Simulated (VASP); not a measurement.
Set up this calculation in VASP 6.6.1, as the native input.

```yaml
Task: single point
Functional: PBE
Potentials_or_basis: VASP PAW PBE potentials, release 64 (Cu, H)
Cutoff: 520 eV
k_mesh: 5 × 5 × 1
Occupations: gaussian, width 0.1 eV
Spin: no spin polarisation
Dipole_correction: yes
Further_INCAR_settings: ALGO = Fast; EDIFF = 1e-07; NBANDS = 80
```

The structure of Cu6H lies in POSCAR:

```
Cu6H
1.0
    5.1332392722      0.0000000000      0.0000000000
    0.0000000000      5.1332392722      0.0000000000
    0.0000000000      0.0000000000     21.5289058579
Cu H
12 2
Direct
    0.2500000000      0.2500000000      0.1857967157
    0.2500000000      0.7500000000      0.1857967157
    0.7500000000      0.2500000000      0.1857967157
    0.7500000000      0.7500000000      0.1857967157
    0.0000000000      0.0000000000      0.2677566944
    0.0000000000      0.5000000000      0.2677566944
    0.5000000000      0.0000000000      0.2677566944
    0.5000000000      0.5000000000      0.2677566944
    0.2500000000      0.2500000000      0.3497114952
    0.2500000000      0.7500000000      0.3497114952
    0.7500000000      0.2500000000      0.3497114952
    0.7500000000      0.7500000000      0.3497114952
    0.1043804486      1.0000000000      0.4449323120
    0.3956195514      1.0000000000      0.4449323120
```

One way to write it, as run:

INCAR

```
SYSTEM = Cu6H
ALGO     = Fast           ! electronic algorithm
DIPOL    = 0.5 0.5 0.293
EDIFF    = 1E-7           ! SCF threshold, eV
ENCUT    = 520            ! plane-wave cutoff, eV
GGA      = PE             ! functional
IDIPOL   = 3            
ISIF     = 2              ! what is computed and relaxed
ISMEAR   = 0              ! smearing method
LASPH    = .TRUE.         ! aspherical terms in the spheres
LCHARG   = .FALSE.        ! write CHGCAR
LDIPOL   = .TRUE.       
LREAL    = .FALSE.        ! projectors in reciprocal space
LWAVE    = .FALSE.        ! write WAVECAR
NBANDS   = 80             ! bands
NELM     = 100            ! most SCF steps
PREC     = Accurate       ! precision mode
SIGMA    = 0.1            ! smearing width, eV
```

KPOINTS

```
k-points
0
G
  5 5 1
  0 0 0
```

Potentials or basis: VASP PAW PBE potentials, release 64 (Cu, H).

The run is started by

```bash
$ cat potpaw_PBE.64/Cu/POTCAR potpaw_PBE.64/H/POTCAR > POTCAR
$ mpirun -np 1 vasp_std > vasp.out
```

It gave:

- Largest force: 2.463 eV/Å
- Band gap on the k mesh: zero (bands 67 and 68 overlap by 0.99 eV)

Run time: 20 min on 1 thread of Oxide Virtual Turin-like Processor, on a shared host, peak memory 0.7 GiB.
